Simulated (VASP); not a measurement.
A run of VASP 6.6.1:

The input INCAR:

```
PREC     = Accurate       # precision mode
ENCUT    = 520            # plane-wave cutoff, eV
EDIFF    = 1E-7           # SCF threshold, eV
ISMEAR   = 0              # smearing method
SIGMA    = 0.1            # smearing width, eV
LREAL    = F              # projectors in reciprocal space
LASPH    = T              # aspherical terms in the spheres
NELM     = 100            # most SCF steps
ALGO     = Normal         # electronic algorithm
ISIF     = 2              # what is computed and relaxed
LWAVE    = F              # write WAVECAR
LCHARG   = T              # write CHGCAR
GGA      = PE             # functional
LELF     = T              # ELF
LVHAR    = T            
NBANDS   = 30             # bands
```

File KPOINTS:

```
regular mesh
0
Gamma
  6 6 2
```

File POSCAR:

```
Ta2Si2Ge
1.0
    3.8154179500      0.0000000000      0.0000000000
   -1.9077089800      3.3042488700      0.0000000000
    0.0000000000      0.0000000000      7.6169541500
Ta Si Ge
2 2 1
Direct
    0.3333333300      0.6666666700      0.7875744400
    0.6666666700      0.3333333300      0.2124255600
    0.0000000000      0.0000000000      0.1977793300
    0.0000000000      0.0000000000      0.8022206700
    0.0000000000      0.0000000000      0.5000000000
```

Potentials or basis: VASP PAW PBE potentials, release 64 (Ta_pv, Si, Ge_d).

The run is started by

```bash
$ cat potpaw_PBE.64/Ta_pv/POTCAR potpaw_PBE.64/Si/POTCAR potpaw_PBE.64/Ge_d/POTCAR > POTCAR
$ mpirun -np 1 vasp_std > vasp.out
```

Hardware: 1 thread of Intel(R) Xeon(R) 6975P-C (Granite Rapids), on a shared host.

How long does it take, and how much memory?

Wall time 22 s on 1 thread of Intel(R) Xeon(R) 6975P-C (Granite Rapids), with other jobs on the host, peak memory 0.21 GiB. Counts: scf iterations 15, k points 14.
